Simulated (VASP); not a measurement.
# Ta3SiC2 (P6/mmm) in VASP: relaxation of cell and atoms with PBE

Aim: the relaxation of cell and atoms of Ta3SiC2 with PBE.

Program: VASP 6.6.1. These are calculated values, not measurements. Logs are shortened: lines on timing, memory, paths and dates and some standing lists are left out, and cuts for length are marked.

## 1. The cell of the first run

It takes space group P6/mmm (No. 191, hexagonal). Conventional cell: a = 5.740 Å, b = 5.740 Å, c = 2.993 Å, α = 90.00°, β = 90.00°, γ = 120.00°. Ta (site symmetry mmm) has 4 C at 2.23 Å and 6 Ta at 2.87 to 2.99 Å within 3.0 Å. Within 3.9 Å of Si (site symmetry 6/mmm) lie 2 Si at 2.99 Å and 12 Ta at 3.24 Å and 6 C at 3.31 Å. C (site symmetry -6m2) has 6 Ta at 2.23 Å and 2 C at 2.99 Å within 3.0 Å.

The cell was generated, and may not be a known phase.

## 2. Relaxation of cell and atoms, PBE

File INCAR:

```
SYSTEM = Ta3SiC2
PREC = Accurate ; ENCUT = 600
EDIFF = 1E-7 ; ISMEAR = 0
SIGMA = 0.1 ; LREAL = .FALSE.
LASPH = .TRUE. ; NELM = 100
ALGO = Normal ; ISIF = 3
LWAVE = .FALSE. ; LCHARG = .FALSE.
GGA = PE ; IBRION = 2
NSW = 100 ; EDIFFG = -0.01
```

File KPOINTS:

```
Automatic mesh
0
G
  12 12 12
  0 0 0
```

File POSCAR:

```
Ta3SiC2
1.0
    5.7400346805      0.0000000000      0.0000000000
   -2.8700173403      4.9710158519      0.0000000000
    0.0000000000      0.0000000000      2.9933776018
Ta Si C
3 1 2
Direct
    0.5000000000      0.0000000000      0.5000000000
    0.5000000000      0.5000000000      0.5000000000
    0.0000000000      0.5000000000      0.5000000000
    0.0000000000      0.0000000000      0.0000000000
    0.3333333333      0.6666666667      0.0000000000
    0.6666666667      0.3333333333      0.0000000000
```

Potentials or basis: VASP PAW PBE potentials, release 64 (Ta_pv, Si, C).

Command:

```
cat potpaw_PBE.64/Ta_pv/POTCAR potpaw_PBE.64/Si/POTCAR potpaw_PBE.64/C/POTCAR > POTCAR
mpirun -np 1 vasp_std > vasp.out
```

OUTCAR:

```text
SYSTEM = Ta3SiC2
   PREC = Accurate
   ENCUT = 600
   EDIFF = 1E-7
   ISMEAR = 0
   LREAL = .FALSE.
   LASPH = .TRUE.
   NELM = 100
   ISIF = 3
   GGA = PE
   IBRION = 2
   NSW = 100
   EDIFFG = -0.01

 ion  position               nearest neighbor table
   1  0.500  0.000  0.500-   5 2.23   6 2.23   5 2.23   6 2.23   3 2.87   3 2.87   2 2.87   2 2.87
                             4 3.24   4 3.24   4 3.24   4 3.24
   2  0.500  0.500  0.500-   5 2.23   6 2.23   5 2.23   6 2.23   3 2.87   3 2.87   1 2.87   1 2.87
                             4 3.24   4 3.24   4 3.24   4 3.24
   3  0.000  0.500  0.500-   5 2.23   6 2.23   5 2.23   6 2.23   1 2.87   1 2.87   2 2.87   2 2.87
                             4 3.24   4 3.24   4 3.24   4 3.24
   4  0.000  0.000  0.000-   2 3.24   2 3.24   2 3.24   2 3.24   1 3.24   1 3.24   1 3.24   1 3.24
                             3 3.24   3 3.24   3 3.24   3 3.24
   5  0.333  0.667  0.000-   3 2.23   3 2.23   1 2.23   1 2.23   2 2.23   2 2.23
   6  0.667  0.333  0.000-   3 2.23   3 2.23   1 2.23   1 2.23   2 2.23   2 2.23

  LATTYP: Found a hexagonal cell.
 ALAT       =     5.7400346805
 C/A-ratio  =     0.5214912049

  Lattice vectors:

 A1 = (   5.7400346805,   0.0000000000,   0.0000000000)
 A2 = (  -2.8700173403,   4.9710158519,   0.0000000000)
 A3 = (   0.0000000000,   0.0000000000,   2.9933776018)

Analysis of symmetry for initial positions (statically):
=====================================================================
 Subroutine PRICEL returns:
 Original cell was already a primitive cell.

 Routine SETGRP: Setting up the symmetry group for a
 hexagonal supercell.

 Subroutine GETGRP returns: Found 24 space group operations
 (whereof 24 operations were pure point group operations)
 out of a pool of 24 trial point group operations.

The static configuration has the point symmetry D_6h.

Analysis of symmetry for dynamics (positions and initial velocities):
=====================================================================
 Subroutine PRICEL returns:
 Original cell was already a primitive cell.

 Routine SETGRP: Setting up the symmetry group for a
 hexagonal supercell.

 Subroutine GETGRP returns: Found 24 space group operations
 (whereof 24 operations were pure point group operations)
 out of a pool of 24 trial point group operations.

The dynamic configuration has the point symmetry D_6h.

 Subroutine INISYM returns: Found 24 space group operations
 (whereof 24 operations are pure point group operations),
 and found     1 'primitive' translations

----------------------------------------------------------------------------------------

                                     Primitive cell

  volume of cell :      85.4124

  direct lattice vectors                    reciprocal lattice vectors
     5.740034680  0.000000000  0.000000000     0.174214975  0.100583063  0.000000000
    -2.870017340  4.971015852  0.000000000     0.000000000  0.201166126  0.000000000
     0.000000000  0.000000000  2.993377602     0.000000000  0.000000000  0.334070783

  length of vectors
     5.740034680  5.740034681  2.993377602     0.201166126  0.201166126  0.334070783

  position of ions in fractional coordinates (direct lattice)
     0.500000000  0.000000000  0.500000000
     0.500000000  0.500000000  0.500000000
     1.000000000  0.500000000  0.500000000
     0.000000000  0.000000000  0.000000000
     0.333333333  0.666666667  0.000000000
     0.666666667  0.333333333  0.000000000

  ion indices of the primitive-cell ions
   primitive index   ion index
                 1           1
                 2           2
                 3           3
                 4           4
                 5           5
                 6           6

----------------------------------------------------------------------------------------

 KPOINTS: Automatic mesh

Automatic generation of k-mesh.
 Grid dimensions read from file:
 generate k-points for:   12   12   12

 Generating k-lattice:

  Cartesian coordinates                     Fractional coordinates (reciprocal lattice)
     0.014517915  0.008381922  0.000000000     0.083333333 -0.000000000  0.000000000
     0.000000000  0.016763844  0.000000000     0.000000000  0.083333333  0.000000000
     0.000000000  0.000000000  0.027839232     0.000000000  0.000000000  0.083333333

  Length of vectors
     0.016763844  0.016763844  0.027839232

  Shift w.r.t. Gamma in fractional coordinates (k-lattice)
     0.000000000  0.000000000  0.000000000

 Subroutine IBZKPT returns following result:
 ===========================================

 Found    133 irreducible k-points:

 Following reciprocal coordinates:
            Coordinates               Weight
  0.000000  0.000000  0.000000      1.000000
  0.083333  0.000000  0.000000      6.000000
  0.166667  0.000000  0.000000      6.000000
  0.250000 -0.000000  0.000000      6.000000
  0.333333 -0.000000  0.000000      6.000000
  0.416667 -0.000000  0.000000      6.000000
[... 16 lines left out ...]
  0.250000 -0.000000  0.083333     12.000000
  0.333333 -0.000000  0.083333     12.000000
 [... further k-points ...]
   k-points           NKPTS =    133   k-points in BZ     NKDIM =    133   number of bands    NBANDS=     27
   number of dos      NEDOS =    301   number of ions     NIONS =      6
   total plane-waves  NPLWV =  55296
   dimension x,y,z NGX =    48 NGY =   48 NGZ =   24
   dimension x,y,z NGXF=    96 NGYF=   96 NGZF=   48
   ions per type =               3   1   2
   NGX,Y,Z   is equivalent  to a cutoff of  13.90, 13.90, 13.33 a.u.
   NGXF,Y,Z  is equivalent  to a cutoff of  27.80, 27.80, 26.66 a.u.
 SYSTEM =  Ta3SiC2
   PREC   = accura    normal or accurate (medium, high low for compatibility)
   ISTART =      0    job   : 0-new  1-cont  2-samecut
   ICHARG =      2    charge: 1-file 2-atom 10-const
   ISPIN  =      1    spin polarized calculation?
   LNONCOLLINEAR =      F non collinear calculations
   LSORBIT =      F    spin-orbit coupling
   LASPH  =      T    aspherical Exc in radial PAW
   ENCUT  =  600.0 eV  44.10 Ry    6.64 a.u.  11.46 11.46  5.98*2*pi/ulx,y,z
   NELM   =    100;   NELMIN=  2; NELMDL= -5     # of ELM steps
   EDIFF  = 0.1E-06   stopping-criterion for ELM
   LREAL  =      F    real-space projection
   EDIFFG = -.1E-01   stopping-criterion for IOM
   NSW    =    100    number of steps for IOM
   IBRION =      2    ionic relax: 0-MD 1-quasi-New 2-CG
   NFREE  =      1    steps in history (QN), initial steepest desc. (CG)
   ISIF   =      3    stress and relaxation
   ISYM   =      2    0-nonsym 1-usesym 2-fastsym
   POTIM  = 0.5000    time-step for ionic-motion
   TEBEG  =    0.0;   TEEND  =   0.0 temperature during run
   PSTRESS=    0.0 pullay stress
   NELECT =      45.0000    total number of electrons
   NUPDOWN=      -1.0000    fix difference up-down
   EMIN   =  10.00;   EMAX   =-10.00  energy-range for DOS
   EFERMI =   0.00;   METHOD = LEGACY
   ISMEAR =     0;   SIGMA  =   0.10  broadening in eV -4-tet -1-fermi 0-gaus
   EFERMI_NEDOS =   21; number of points for ismear=-14 and -15
   IALGO  =     38    algorithm
   IMIX   =      4    mixing-type and parameters
     AMIX     =   0.40;   BMIX     =  1.00
     AMIX_MAG =   1.60;   BMIX_MAG =  1.00
  volume/ion in A,a.u.               =      14.24        96.07
  Fermi-wavevector in a.u.,A,eV,Ry     =   1.322225  2.498642 23.786770  1.748278
  Thomas-Fermi vector in A             =   2.451921
   LORBIT       =      0    0 simple, 1 ext, 2 COOP (PROOUT), +10 PAW based schemes
   GGA     = PE    functional components
   LHFCALC =     F    Hartree Fock is set to
   AEXX    =    0.0000 exact exchange contribution
   IVDW    =     0    specifies the selected vdW correction
   LEPSILON=     F    determine dielectric tensor
   LRPA    =     F    only Hartree local field effects (RPA)
 conjugate gradient relaxation of ions
 non-spin polarized calculation
 Gauss-broadening in eV      SIGMA  =   0.10
  energy-cutoff  :      600.00
  volume of cell :       85.41
 maximum number of plane-waves:      2898
 NGX is ok and might be reduce to    48
   NGX = 23   NGY = 23   NGZ = 11

--------------------------------------- Ionic step        1  -------------------------------------------

 number of electron      44.9999994 magnetization

 Free energy of the ion-electron system (eV)
  ---------------------------------------------------
  ext. energy  EPLUGINS =         0.00000000
  ---------------------------------------------------
  free energy    TOTEN  =       -58.36758786 eV

  energy without entropy =      -58.35560604  energy(sigma->0) =      -58.36159695

------------------------ aborting loop because EDIFF is reached ----------------------------------------

  FORCE on cell =-STRESS in cart. coord.  units (eV):
  Direction    XX          YY          ZZ          XY          YZ          ZX
  --------------------------------------------------------------------------------------
  -------------------------------------------------------------------------------------
  Total       -0.1836439     -0.1836439      0.7118090      0.0000000      0.0000000      0.0000000
  in kB       -3.4448147     -3.4448147     13.3522009      0.0000000      0.0000000      0.0000000
  external PRESSURE =       2.1541905 kB  Pullay stress =       0.0000000 kB
[... 145 lines left out ...]
  energy  without entropy=      -58.3569383062  energy(sigma->0) =      -58.36288260

--------------------------------------- Ionic step        5  -------------------------------------------

 number of electron      44.9999993 magnetization

 Free energy of the ion-electron system (eV)
  ---------------------------------------------------
  ext. energy  EPLUGINS =         0.00000000
  ---------------------------------------------------
  free energy    TOTEN  =       -58.36893570 eV

  energy without entropy =      -58.35702406  energy(sigma->0) =      -58.36297988

 E-fermi :   6.9006     XC(G=0): -12.0578

 val. band max:        6.8981479693   @ k =   0.1667   0.0000   0.0833
 cond. band min:       6.9035929612   @ k =   0.3333   0.1667   0.4167
 fundamental gap:      0.0054449919
 Fermi energy:         6.9006168844

 k-point     1 :       0.0000    0.0000    0.0000
  band No.  band energies     occupation
      1     -28.5323      2.00000
      2     -28.2277      2.00000
      3     -28.2277      2.00000
      4     -27.7356      2.00000
      5     -27.7260      2.00000
      6     -27.5852      2.00000
[... 709 lines left out ...]
     26       8.5187      0.00000
     27       8.9773      0.00000

 [... further k-points ...]
[... 5 lines left out ...]
  --------------------------------------------------------------------------------------
  -------------------------------------------------------------------------------------
  Total        0.0049522      0.0049522      0.0123552     -0.0000000      0.0000000     -0.0000000
  in kB        0.0928573      0.0928573      0.2316677     -0.0000000      0.0000000     -0.0000000
  external PRESSURE =       0.1391274 kB  Pullay stress =       0.0000000 kB
[... 21 lines left out ...]
  FREE ENERGIE OF THE ION-ELECTRON SYSTEM (eV)
  ---------------------------------------------------
  free  energy   TOTEN  =       -58.3689356997 eV

  energy  without entropy=      -58.3570240577  energy(sigma->0) =      -58.36297988

 reached required accuracy - stopping structural energy minimisation
```

Run time: 8.7 min. Hardware: 1 thread of Intel Xeon 6975P-C (Granite Rapids), shared host; peak memory 0.5 GiB.

Results:

```yaml
Free_energy: -58.3689 eV
Relaxed_volume: 14.24 Å³/atom
Relaxed_cell: a = 5.732 Å, b = 5.732 Å, c = 3.003 Å, α = 90.00°, β = 90.00°, γ = 120.00°
Space_group_after_relaxing_to_0.1_Å: P6/mmm (No. 191)
Energy_gained_by_relaxing: 0.2 meV/atom
Ionic_steps: 5
Pressure_after_relaxing: 0.0 GPa
Band_gap_on_the_k_mesh: zero (an odd number of electrons rules out a gap without spin polarisation)
```

The path:
| step | energy change (eV) | largest force (eV/Å) | pressure (GPa) | volume (Å³) |
| --- | --- | --- | --- | --- |
| 1 | 0.0000 | 0.0000 | 0.22 | 85.41 |
| 2 | -0.0005 | 0.0000 | -0.56 | 85.65 |
| 3 | -0.0013 | 0.0000 | -0.22 | 85.54 |
| 4 | -0.0012 | 0.0000 | 0.28 | 85.34 |
| 5 | -0.0013 | 0.0000 | 0.01 | 85.45 |

Final structure:
```
Ta Si C
1.0
     5.73219    0.00000    0.00000
    -2.86610    4.96422    0.00000
     0.00000    0.00000    3.00278
Ta Si C
3 1 2
Direct
  0.50000 0.00000 0.50000
  0.50000 0.50000 0.50000
  0.00000 0.50000 0.50000
  0.00000 0.00000 0.00000
  0.33333 0.66667 0.00000
  0.66667 0.33333 0.00000
```

Levels at points of the mesh, in eV from the Fermi level:
```tsv
k point	band 18	band 19	band 20	band 21	band 22	band 23	band 24	band 25	band 26	band 27
(0.00, 0.00, 0.00)	-3.62	-2.38	-2.38	-0.39	0.47	0.47	0.89	1.03	1.03	1.36
(0.50, 0.00, 0.00)	-3.17	-2.88	-2.79	-2.67	-0.50	0.82	0.87	1.18	2.14	2.22
(0.00, 0.00, 0.50)	-2.38	-2.38	-2.25	-2.25	-1.38	-1.38	1.08	2.51	2.51	2.76
(0.50, 0.00, 0.50)	-3.61	-2.52	-2.23	-0.70	-0.50	0.14	0.24	0.54	0.68	1.03
```

Caveat: spin-orbit coupling is left out, which moves the levels of the heavy elements.
